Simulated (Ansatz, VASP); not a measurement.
**Te2Mo in VASP and in Ansatz**

The input INCAR:

```
PREC = Accurate
ENCUT = 520
EDIFF = 1E-7
ISMEAR = 0
SIGMA = 0.05
LREAL = False
LASPH = True
NELM = 100
ALGO = Normal
ISIF = 2
LWAVE = False
LCHARG = False
GGA = CA
NBANDS = 20
```

Contents of KPOINTS:

```
Automatic mesh
0
Gamma
  12 12 2
```

Contents of POSCAR:

```
Te2Mo
1.0
    3.5602328140      0.0000000000      0.0000000000
   -1.7801164070      3.0832520603      0.0000000000
    0.0000000000      0.0000000000     17.5240578200
Te Mo
2 1
Direct
    0.3211038110      0.6422076221      0.9016029872
    0.3211038110      0.6422076221      0.1058920872
    0.0000000000      0.0000000000      0.0000000000
```

Input for Ansatz:

```yaml
crystal:
  lattice:
    - [3.560232814, 0.0, 0.0]
    - [-1.780116407, 3.0832520603, 0.0]
    - [0.0, 0.0, 17.52405782]
  atoms:
    - { symbol: Te, position: [0.321103811, 0.6422076221, 0.9016029872] }
    - { symbol: Te, position: [0.321103811, 0.6422076221, 0.1058920872] }
    - { symbol: Mo, position: [0.0, 0.0, 0.0] }
basis:
  ecutwfc: 420
kpoints:
  mp_grid: { grid: [12, 12, 2] }
hamiltonian:
  xc: lda
scf:
  occupations: { method: gaussian, width: 0.05 }
output:
  forces: true
  stress: true
  eigenvalues: true
```

Change from the starting cell: all Te atoms moved +0.100 Å, as atom 1 towards its neighbour atom 3 (Mo) at 2.726 Å.

Alike in both runs: task single point; functional LDA; k mesh 12 × 12 × 2; occupations gaussian, width 0.05 eV; no spin polarisation.

|  | VASP | Ansatz |
| --- | --- | --- |
| version | VASP 6.6.1 | Ansatz 0.2.0 |
| potentials or method | VASP PAW LDA potentials, release 64 (Te, Mo_sv), cutoff 520 eV | scalar-relativistic, plane waves, PAW |
| valence electrons in the cell | 26 | 46 |

Ansatz gave:

| Quantity | Value |
| --- | --- |
| gap on the k mesh at the Fermi level (eV) | 1.05 |
| least direct gap on the mesh (eV) | 1.05 |
| rms of the force components (eV/Å) | 0.719 |

Question: Which values does VASP return?

Answer: gap on the k mesh at the Fermi level (eV): 1.05; least direct gap on the mesh (eV): 1.05; rms of the force components (eV/Å): 0.720.

LDA's correlation is that of Perdew and Zunger in VASP and of Perdew and Wang (1992) in Ansatz. Atom by atom the forces differ by 0.026 eV/Å (rms over components). VASP's potentials hold 26 valence electrons a cell and Ansatz's 46, so a difference there can come from the potentials and not from the codes.

Spin-orbit coupling is off throughout.
